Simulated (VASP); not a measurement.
# AlAs (I-4m2) in VASP: notebook

The runs below take AlAs through single point, with PBEsol.

Program: VASP 6.6.1. These are calculated values, not measurements. Logs are shortened: lines on timing, memory, paths and dates and some standing lists are left out, and cuts for length are marked.

## (1) The cell of the first run

It takes space group I-4m2 (No. 119, tetragonal). The conventional cell has a = 3.972 Å, b = 3.972 Å, c = 5.726 Å, α = 90.00°, β = 90.00°, γ = 90.00°. Al (site symmetry -4m2) has 4 As at 2.45 Å within 3.2 Å. Within 3.2 Å of As (site symmetry -4m2) lie 4 Al at 2.45 Å.

## (2) Single point, PBEsol (strained cell)

INCAR reads:

```
SYSTEM = AlAs
ALGO     = Normal         ! electronic algorithm
EDIFF    = 1E-6           ! SCF threshold, eV
ENCUT    = 500            ! plane-wave cutoff, eV
GGA      = PS             ! functional
GGA_COMPAT= .FALSE.      
ISIF     = 2              ! what is computed and relaxed
ISMEAR   = 0              ! smearing method
LASPH    = .TRUE.         ! aspherical terms in the spheres
LCHARG   = .FALSE.        ! write CHGCAR
LREAL    = .FALSE.        ! projectors in reciprocal space
LWAVE    = .FALSE.        ! write WAVECAR
NBANDS   = 11             ! bands
NELM     = 120            ! most SCF steps
PREC     = Accurate       ! precision mode
SIGMA    = 0.02           ! smearing width, eV
```

KPOINTS reads:

```
k-points
0
G
  8 8 8
  0 0 0
```

POSCAR reads:

```
AlAs
1.0
    0.0000000000      2.8089260316      2.8629630048
    2.8089260316      0.0000000000      2.8629630048
    2.8089260316      2.8089260316      0.0000000000
Al As
1 1
Direct
    0.0000000000      0.0000000000      0.0000000000
    0.2500000000      0.2500000000      0.2500000000
```

Potentials or basis: VASP PAW PBE potentials, release 64 (Al, As).

Command:

```bash
> cat potpaw_PBE.64/Al/POTCAR potpaw_PBE.64/As/POTCAR > POTCAR
> mpirun -np 1 vasp_std > vasp.out
```

OUTCAR:

```text
SYSTEM = AlAs
   EDIFF = 1E-6
   ENCUT = 500
   GGA = PS
   ISIF = 2
   ISMEAR = 0
   LASPH = .TRUE.
   LREAL = .FALSE.
   NELM = 120
   PREC = Accurate

 ion  position               nearest neighbor table
   1  0.000  0.000  0.000-   2 2.45   2 2.45   2 2.45   2 2.45
   2  0.250  0.250  0.250-   1 2.45   1 2.45   1 2.45   1 2.45

  LATTYP: Found a body centered tetragonal cell.
 ALAT       =     3.9724212896
 C/A-ratio  =     1.4414196260

  Lattice vectors:

 A1 = (  -2.8089260316,   0.0000000000,   2.8629630048)
 A2 = (   2.8089260316,   0.0000000000,   2.8629630048)
 A3 = (   0.0000000000,   2.8089260316,  -2.8629630048)

Analysis of symmetry for initial positions (statically):
=====================================================================
 Subroutine PRICEL returns:
 Original cell was already a primitive cell.

 Routine SETGRP: Setting up the symmetry group for a
 body centered tetragonal supercell.

 Subroutine GETGRP returns: Found  8 space group operations
 (whereof  8 operations were pure point group operations)
 out of a pool of 16 trial point group operations.

The static configuration has the point symmetry D_2d.

Analysis of symmetry for dynamics (positions and initial velocities):
=====================================================================
 Subroutine PRICEL returns:
 Original cell was already a primitive cell.

 Routine SETGRP: Setting up the symmetry group for a
 body centered tetragonal supercell.

 Subroutine GETGRP returns: Found  8 space group operations
 (whereof  8 operations were pure point group operations)
 out of a pool of 16 trial point group operations.

The dynamic configuration has the point symmetry D_2d.

 Subroutine INISYM returns: Found  8 space group operations
 (whereof  8 operations are pure point group operations),
 and found     1 'primitive' translations

----------------------------------------------------------------------------------------

                                     Primitive cell

  volume of cell :      45.1779

  direct lattice vectors                    reciprocal lattice vectors
     0.000000000  2.808926032  2.862963005    -0.178003975  0.178003975  0.174644241
     2.808926032  0.000000000  2.862963005     0.178003975 -0.178003975  0.174644241
     2.808926032  2.808926032  0.000000000     0.178003975  0.178003975 -0.174644241

  length of vectors
     4.010813212  4.010813212  3.972421290     0.306384466  0.306384466  0.306384466

  position of ions in fractional coordinates (direct lattice)
     0.000000000  0.000000000  0.000000000
     0.250000000  0.250000000  0.250000000

  ion indices of the primitive-cell ions
   primitive index   ion index
                 1           1
                 2           2

----------------------------------------------------------------------------------------

 KPOINTS: k-points

Automatic generation of k-mesh.
 Grid dimensions read from file:
 generate k-points for:    8    8    8

 Generating k-lattice:

  Cartesian coordinates                     Fractional coordinates (reciprocal lattice)
    -0.022250497  0.022250497  0.021830530     0.125000000  0.000000000  0.000000000
     0.022250497 -0.022250497  0.021830530     0.000000000  0.125000000  0.000000000
     0.022250497  0.022250497 -0.021830530    -0.000000000 -0.000000000  0.125000000

  Length of vectors
     0.038298058  0.038298058  0.038298058

  Shift w.r.t. Gamma in fractional coordinates (k-lattice)
     0.000000000  0.000000000  0.000000000

 Subroutine IBZKPT returns following result:
 ===========================================

 Found     59 irreducible k-points:

 Following reciprocal coordinates:
            Coordinates               Weight
  0.000000  0.000000  0.000000      1.000000
  0.125000  0.000000  0.000000      8.000000
  0.250000  0.000000  0.000000      8.000000
  0.375000  0.000000  0.000000      8.000000
  0.500000  0.000000  0.000000      4.000000
  0.125000  0.125000  0.000000      2.000000
[... 16 lines left out ...]
  0.250000  0.000000  0.125000     16.000000
  0.375000  0.000000  0.125000     16.000000
 [... further k-points ...]
   k-points           NKPTS =     59   k-points in BZ     NKDIM =     59   number of bands    NBANDS=     11
   number of dos      NEDOS =    301   number of ions     NIONS =      2
   total plane-waves  NPLWV =  27000
   dimension x,y,z NGX =    30 NGY =   30 NGZ =   30
   dimension x,y,z NGXF=    60 NGYF=   60 NGZF=   60
   ions per type =               1   1
   NGX,Y,Z   is equivalent  to a cutoff of  12.43, 12.43, 12.56 a.u.
   NGXF,Y,Z  is equivalent  to a cutoff of  24.87, 24.87, 25.11 a.u.
 SYSTEM =  AlAs
   PREC   = accura    normal or accurate (medium, high low for compatibility)
   ISTART =      0    job   : 0-new  1-cont  2-samecut
   ICHARG =      2    charge: 1-file 2-atom 10-const
   ISPIN  =      1    spin polarized calculation?
   LNONCOLLINEAR =      F non collinear calculations
   LSORBIT =      F    spin-orbit coupling
   LASPH  =      T    aspherical Exc in radial PAW
   ENCUT  =  500.0 eV  36.75 Ry    6.06 a.u.   7.31  7.31  7.24*2*pi/ulx,y,z
   NELM   =    120;   NELMIN=  2; NELMDL= -5     # of ELM steps
   EDIFF  = 0.1E-05   stopping-criterion for ELM
   LREAL  =      F    real-space projection
[... 7 lines left out ...]
   TEBEG  =    0.0;   TEEND  =   0.0 temperature during run
   PSTRESS=    0.0 pullay stress
   NELECT =       8.0000    total number of electrons
   NUPDOWN=      -1.0000    fix difference up-down
   EMIN   =  10.00;   EMAX   =-10.00  energy-range for DOS
   EFERMI =   0.00;   METHOD = LEGACY
   ISMEAR =     0;   SIGMA  =   0.02  broadening in eV -4-tet -1-fermi 0-gaus
   EFERMI_NEDOS =   21; number of points for ismear=-14 and -15
   IALGO  =     38    algorithm
   IMIX   =      4    mixing-type and parameters
     AMIX     =   0.40;   BMIX     =  1.00
     AMIX_MAG =   1.60;   BMIX_MAG =  1.00
  volume/ion in A,a.u.               =      22.59       152.44
  Fermi-wavevector in a.u.,A,eV,Ry     =   0.919312  1.737247 11.498742  0.845134
  Thomas-Fermi vector in A             =   2.044491
   LORBIT       =      0    0 simple, 1 ext, 2 COOP (PROOUT), +10 PAW based schemes
   GGA     = PS    functional components
   LHFCALC =     F    Hartree Fock is set to
   AEXX    =    0.0000 exact exchange contribution
   IVDW    =     0    specifies the selected vdW correction
   LEPSILON=     F    determine dielectric tensor
   LRPA    =     F    only Hartree local field effects (RPA)
 non-spin polarized calculation
 Gauss-broadening in eV      SIGMA  =   0.02
  energy-cutoff  :      500.00
  volume of cell :       45.18
 maximum number of plane-waves:      1168
 NGX is ok and might be reduce to    30
   NGX = 15   NGY = 15   NGZ = 15

 number of electron       8.0000000 magnetization

 Free energy of the ion-electron system (eV)
  ---------------------------------------------------
  ext. energy  EPLUGINS =         0.00000000
  ---------------------------------------------------
  free energy    TOTEN  =       -10.06064324 eV

  energy without entropy =      -10.06064324  energy(sigma->0) =      -10.06064324

 E-fermi :   4.0361     XC(G=0):  -9.2105

 val. band max:        3.8671132799   @ k =   0.0000   0.0000   0.0000
 cond. band min:       5.1169001052   @ k =   0.5000   0.0000   0.5000
 fundamental gap:      1.2497868253
 Fermi energy:         4.0360796156

 k-point     1 :       0.0000    0.0000    0.0000
  band No.  band energies     occupation
      1      -8.0734      2.00000
      2       3.7709      2.00000
      3       3.8671      2.00000
      4       3.8671      2.00000
      5       5.8414      0.00000
      6       8.0963      0.00000
      7       8.0963      0.00000
      8       8.1245      0.00000
      9      12.5645      0.00000
     10      12.6522      0.00000
     11      13.0095      0.00000

 k-point     2 :       0.1250    0.0000    0.0000
  band No.  band energies     occupation
      1      -7.9192      2.00000
      2       2.3899      2.00000
      3       3.6324      2.00000
      4       3.7137      2.00000
      5       6.5954      0.00000
      6       8.3734      0.00000
      7       8.3843      0.00000
      8       8.5195      0.00000
      9      12.0624      0.00000
     10      12.3343      0.00000
     11      13.2969      0.00000

 k-point     3 :       0.2500    0.0000    0.0000
  band No.  band energies     occupation
      1      -7.4906      2.00000
      2       0.4182      2.00000
      3       3.2946      2.00000
      4       3.4119      2.00000
      5       6.4050      0.00000
      6       8.6846      0.00000
      7       8.7583      0.00000
      8      10.2375      0.00000
      9      12.0505      0.00000
     10      12.1333      0.00000
     11      13.0928      0.00000

 k-point     4 :       0.3750    0.0000    0.0000
  band No.  band energies     occupation
      1      -6.9348      2.00000
      2      -1.1427      2.00000
      3       3.0255      2.00000
      4       3.1720      2.00000
      5       6.0533      0.00000
      6       8.5260      0.00000
      7       8.6638      0.00000
      8      11.4175      0.00000
      9      13.3438      0.00000
     10      13.3619      0.00000
     11      13.5936      0.00000

 k-point     5 :       0.5000    0.0000    0.0000
  band No.  band energies     occupation
      1      -6.6367      2.00000
      2      -1.7852      2.00000
      3       2.9276      2.00000
      4       3.0852      2.00000
      5       5.9215      0.00000
      6       8.4006      0.00000
      7       8.5479      0.00000
      8      11.4229      0.00000
      9      14.8897      0.00000
     10      15.2717      0.00000
     11      15.4798      0.00000
[... 211 lines left out ...]
 k-point    21 :       0.5000    0.5000    0.0000
  band No.  band energies     occupation
      1      -6.1227      2.00000
      2      -1.7041      2.00000
      3       1.7275      2.00000
      4       1.7275      2.00000
      5       5.2105      0.00000
      6       6.1699      0.00000
      7      14.1680      0.00000
      8      14.1680      0.00000
      9      15.4310      0.00000
     10      16.3738      0.00000
     11      16.3738      0.00000

 k-point    22 :       0.1250    0.0000    0.1250
  band No.  band energies     occupation
      1      -7.8651      2.00000
      2       2.4660      2.00000
      3       3.2726      2.00000
      4       3.3423      2.00000
      5       7.2821      0.00000
      6       7.4184      0.00000
      7       8.8579      0.00000
      8       8.9927      0.00000
      9      11.2374      0.00000
     10      13.0106      0.00000
     11      13.7090      0.00000

 k-point    23 :       0.2500    0.0000    0.1250
  band No.  band energies     occupation
      1      -7.5236      2.00000
      2       0.9385      2.00000
      3       2.8984      2.00000
      4       2.9979      2.00000
      5       7.1127      0.00000
      6       7.9441      0.00000
      7       9.4169      0.00000
      8       9.5571      0.00000
      9      11.3866      0.00000
     10      13.0841      0.00000
     11      14.3800      0.00000

 k-point    24 :       0.3750    0.0000    0.1250
  band No.  band energies     occupation
      1      -6.9952      2.00000
      2      -0.6543      2.00000
      3       2.5142      2.00000
      4       2.6952      2.00000
      5       6.8170      0.00000
      6       8.3851      0.00000
      7       9.4398      0.00000
      8       9.9467      0.00000
      9      12.9142      0.00000
     10      14.1030      0.00000
     11      14.3254      0.00000

 [... further k-points ...]

------------------------ aborting loop because EDIFF is reached ----------------------------------------

  FORCE on cell =-STRESS in cart. coord.  units (eV):
  Direction    XX          YY          ZZ          XY          YZ          ZX
  --------------------------------------------------------------------------------------
  -------------------------------------------------------------------------------------
  Total        0.4083340      0.4083340      0.1115046      0.0000000      0.0000000      0.0000000
  in kB       14.4810402     14.4810402      3.9543660      0.0000000      0.0000000      0.0000000
  external PRESSURE =      10.9721488 kB  Pullay stress =       0.0000000 kB

 VOLUME and BASIS-vectors are now :
 -----------------------------------------------------------------------------
  energy-cutoff  :      500.00
  volume of cell :       45.18
      direct lattice vectors                 reciprocal lattice vectors
     0.000000000  2.808926032  2.862963005    -0.178003975  0.178003975  0.174644241
     2.808926032  0.000000000  2.862963005     0.178003975 -0.178003975  0.174644241
     2.808926032  2.808926032  0.000000000     0.178003975  0.178003975 -0.174644241

 POSITION                                       TOTAL-FORCE (eV/Angst)
 -----------------------------------------------------------------------------------
      0.00000      0.00000      0.00000         0.000000      0.000000      0.000000
      1.40446      1.40446      1.43148        -0.000000     -0.000000     -0.000000
 -----------------------------------------------------------------------------------
    total drift:                                0.000000      0.000000     -0.000000

  FREE ENERGIE OF THE ION-ELECTRON SYSTEM (eV)
  ---------------------------------------------------
  free  energy   TOTEN  =       -10.0606432425 eV

  energy  without entropy=      -10.0606432425  energy(sigma->0) =      -10.06064324
```

Wall time 14 s (1 thread of Intel Xeon Platinum 8559C (Emerald Rapids), shared host); peak memory 0.18 GiB.

What came out:

```
Free energy            : -10.0606 eV
Pressure               : 1.1 GPa
Band gap on the k mesh : 1.25 eV (least direct gap 1.97 eV)
```

Stress tensor (GPa, compression positive):
```
1.45 0.00 0.00
0.00 1.45 0.00
0.00 0.00 0.40
```

Levels at points of the mesh, in eV from the valence-band top:
| k point | band 1 | band 2 | band 3 | band 4 | band 5 | band 6 | band 7 | band 8 |
| --- | --- | --- | --- | --- | --- | --- | --- | --- |
| (0.00, 0.00, 0.00) | -11.94 | -0.10 | 0.00 | 0.00 | 1.97 | 4.23 | 4.23 | 4.26 |
| (0.50, 0.00, 0.00) | -10.50 | -5.65 | -0.94 | -0.78 | 2.05 | 4.53 | 4.68 | 7.56 |
| (0.50, 0.50, 0.00) | -9.99 | -5.57 | -2.14 | -2.14 | 1.34 | 2.30 | 10.30 | 10.30 |
| (0.50, 0.00, 0.50) | -9.93 | -5.45 | -2.27 | -2.27 | 1.25 | 2.13 | 10.07 | 10.44 |

Caveat: the cell differs from its parent crystal (strained cell); the PAW data sets were made with another functional, which shifts forces and pressure a little. A k mesh can miss the band edges.

## (3) Single point, PBEsol (strained cell)

INCAR reads:

```
PREC = Accurate ; ENCUT = 500
EDIFF = 1E-6 ; ISMEAR = 0
SIGMA = 0.02 ; LREAL = F
LASPH = T ; NELM = 120
ALGO = Normal ; ISIF = 2
LWAVE = F ; LCHARG = T
GGA = PS ; LELF = T
LVHAR = T ; NBANDS = 11
GGA_COMPAT = F
```

KPOINTS reads:

```
Automatic mesh
0
Gamma
  8 8 8
```

POSCAR reads:

```
AlAs
1.0
    0.0000000000      2.8089260316      2.8655862332
    2.8089260316      0.0000000000      2.8655862332
    2.8089260316      2.8089260316      0.0000000000
Al As
1 1
Direct
    0.0000000000      0.0000000000      0.0000000000
    0.2500000000      0.2500000000      0.2500000000
```

Potentials or basis: VASP PAW PBE potentials, release 64 (Al, As).

Command:

```bash
> cat potpaw_PBE.64/Al/POTCAR potpaw_PBE.64/As/POTCAR > POTCAR
> mpirun -np 1 vasp_std > vasp.out
```

It took 16 s on 1 thread of Intel Xeon Platinum 8559C (Emerald Rapids), shared host; peak memory 0.18 GiB.

Results (log left out):

```yaml
Free_energy: -10.0607 eV
Pressure: 1.0 GPa
Band_gap_on_the_k_mesh: 1.25 eV (least direct gap 1.97 eV)
```

Stress tensor (GPa, compression positive):
```
1.39 0.00 0.00
0.00 1.39 0.00
0.00 0.00 0.29
```

Levels at points of the mesh, in eV from the valence-band top:
```tsv
k point	band 1	band 2	band 3	band 4	band 5	band 6	band 7	band 8	band 9
(0.00, 0.00, 0.00)	-11.94	-0.10	0.00	0.00	1.97	4.23	4.23	4.26	8.69
(0.50, 0.00, 0.00)	-10.50	-5.65	-0.94	-0.78	2.05	4.53	4.68	7.55	11.01
(0.50, 0.50, 0.00)	-9.99	-5.57	-2.14	-2.14	1.35	2.31	10.29	10.29	11.55
(0.50, 0.00, 0.50)	-9.93	-5.44	-2.27	-2.27	1.25	2.12	10.05	10.43	11.68
```

Caveat: the cell differs from its parent crystal (strained cell); the PAW data sets were made with another functional, which shifts forces and pressure a little.
